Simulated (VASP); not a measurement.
Runs of VASP 6.6.1 on Pt. The structure is that of space group P6_3/mmc (No. 194), or close to it. The cells are those of the table. 

| task | level | potentials or basis | cell | cutoff (eV) | gap on the mesh (eV) | pressure (GPa) | relaxed volume (Å³/atom) |
| --- | --- | --- | --- | --- | --- | --- | --- |
| single point | BLYP+D3(BJ) | VASP PAW PBE potentials, release 64 (Pt) | a = 2.746, b = 2.746, c = 4.742 Å, angles 90.0, 90.0, 120.0°, 2 atoms | 520 | none | 1.4 | - |
| single point | r2SCAN+D4 | VASP PAW PBE potentials, release 64 (Pt) | a = 2.731, b = 2.731, c = 4.735 Å, angles 90.0, 90.0, 120.0°, 2 atoms | 520 | none | 0.7 | - |
| relaxation of cell and atoms | r2SCAN+D4 | VASP PAW PBE potentials, release 64 (Pt) | relaxed from a = 2.761, b = 2.761, c = 4.792 Å, angles 90.0, 90.0, 120.0°, 2 atoms | 600 | none | 0.0 | 15.33 |
| relaxation of cell and atoms | LDA | VASP PAW LDA potentials, release 64 (Pt) | relaxed from a = 2.761, b = 2.761, c = 4.792 Å, angles 90.0, 90.0, 120.0°, 2 atoms | 600 | none | 0.0 | 14.90 |
| single point | LDA | VASP PAW LDA potentials, release 64 (Pt) | a = 2.713, b = 2.713, c = 4.660 Å, angles 90.0, 90.0, 120.0°, 2 atoms | 520 | none | (b) | - |
| relaxation of cell and atoms | BLYP+D3(BJ) | VASP PAW PBE potentials, release 64 (Pt) | relaxed from a = 2.761, b = 2.761, c = 4.792 Å, angles 90.0, 90.0, 120.0°, 2 atoms | 600 | none | 0.0 | (a) |

Alike in all rows: no spin polarisation; k mesh 11 × 11 × 6; smearing methfessel-paxton 0.1 eV.

Question: Fill in the values left out.

Answer: (a) 15.56; (b) 0.8.

Caveats: spin-orbit coupling is left out, which moves the levels of the heavy elements; the PAW data sets were made with another functional, which shifts forces and pressure a little (some runs); pairwise dispersion overbinds metals, which lowers pressure and volume (some runs).

A k mesh can miss the band edges, and the runs leave out spin-orbit coupling on Pt.

A gap of «none» marks levels without a gap at the run's occupations.
